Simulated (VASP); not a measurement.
Wanted: the native input for a VASP 6.6.1 run.

```yaml
Task: single point
Functional: PBEsol
Potentials_or_basis: VASP PAW PBE potentials, release 64 (Na_pv)
Cutoff: 520 eV
k_mesh: 16 × 16 × 16
Occupations: gaussian, width 0.15 eV
Spin: no spin polarisation
Dipole_correction: no
Further_INCAR_settings: ALGO = Normal; EDIFF = 1e-06; NBANDS = 10
```

The structure of Na lies in POSCAR:

```
Na
1.0
   -2.1704375000      2.1704375000      2.0116250000
    2.1704375000     -2.1704375000      2.0116250000
    2.1704375000      2.1704375000     -2.0116250000
Na
1
Direct
    0.0000000000      0.0000000000      0.0000000000
```

This cell differs from its parent crystal: strain +0.025 along x and y, -0.050 along z.

One way to write it, as run:

INCAR

```
PREC = Accurate
ENCUT = 520
EDIFF = 1E-6
ISMEAR = 0
SIGMA = 0.15
LREAL = False
LASPH = True
NELM = 80
ALGO = Normal
ISIF = 2
LWAVE = False
LCHARG = True
GGA = PS
LELF = True
LVHAR = True
NBANDS = 10
```

KPOINTS

```
regular mesh
0
Gamma
  16 16 16
```

Potentials or basis: VASP PAW PBE potentials, release 64 (Na_pv).

Command:

```bash
$ cat potpaw_PBE.64/Na_pv/POTCAR > POTCAR
$ mpirun -np 1 vasp_std > vasp.out
```

It gave:

```yaml
Pressure: -0.3 GPa
Band_gap_on_the_k_mesh: zero (an odd number of electrons rules out a gap without spin polarisation)
```

Caveat: the cell differs from its parent crystal (strain +0.025 along x and y, -0.050 along z); the PAW data sets were made with another functional, which shifts forces and pressure a little.

It took 110 s on 1 thread of Intel Xeon 8259CL, on a shared host, peak memory 0.23 GiB.
